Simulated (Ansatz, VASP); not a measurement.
# Tl: VASP beside Ansatz

Contents of INCAR:

```
SYSTEM = Tl
ALGO     = Fast           ! electronic algorithm
EDIFF    = 1E-6           ! SCF threshold, eV
ENCUT    = 520            ! plane-wave cutoff, eV
GGA      = PE             ! functional
ISIF     = 2              ! what is computed and relaxed
ISMEAR   = 0              ! smearing method
LASPH    = .True.         ! aspherical terms in the spheres
LCHARG   = .False.        ! write CHGCAR
LREAL    = .False.        ! projectors in reciprocal space
LWAVE    = .False.        ! write WAVECAR
NBANDS   = 20             ! bands
NELM     = 80             ! most SCF steps
PREC     = Accurate       ! precision mode
SIGMA    = 0.15           ! smearing width, eV
```

File KPOINTS:

```
k-points
0
Gamma
  18 18 10
  0 0 0
```

The input POSCAR:

```
Tl
1.0
    3.2831984387      0.0000000000      0.0000000000
   -1.6415992194      2.8433332536      0.0000000000
    0.0000000000      0.0000000000      5.5250000000
Tl
2
Direct
    0.3333333333      0.6666666667      0.2500000000
    0.6666666667      0.3333333333      0.7500000000
```

Input for Ansatz:

```yaml
crystal:
  lattice:
    - [3.2831984387, 0.0, 0.0]
    - [-1.6415992194, 2.8433332536, 0.0]
    - [0.0, 0.0, 5.525]
  atoms:
    - { symbol: Tl, position: [0.3333333333, 0.6666666667, 0.25] }
    - { symbol: Tl, position: [0.6666666667, 0.3333333333, 0.75] }
basis:
  ecutwfc: 420
kpoints:
  mp_grid: { grid: [18, 18, 10] }
hamiltonian:
  xc: pbe
scf:
  occupations: { method: gaussian, width: 0.15 }
output:
  forces: true
  stress: true
  eigenvalues: true
```

Change from the starting cell: strain -0.050 along x and y, +0.000 along z, atoms carried along.

Alike in both runs: task single point; functional PBE; k mesh 18 × 18 × 10; occupations gaussian, width 0.15 eV; no spin polarisation.

|  | VASP | Ansatz |
| --- | --- | --- |
| version | VASP 6.6.1 | Ansatz 0.2.0 |
| potentials or method | VASP PAW PBE potentials, release 64 (Tl_d), cutoff 520 eV | scalar-relativistic, plane waves, PAW |
| valence electrons in the cell | 26 | 26 |

```tsv
	VASP	Ansatz	Ansatz less VASP
gap on the k mesh at the Fermi level (eV)	none	none	-
pressure (GPa)	8.8	8.9	+0.06
traceless stress, the component that is largest in VASP (GPa)	-1.34	-1.34	+0.004
```

A gap of «none» marks a metal or a gap that the smearing closes. With one functional, cell and mesh, what is left measures potentials, basis and numerics.

Neither program's run includes spin-orbit coupling.
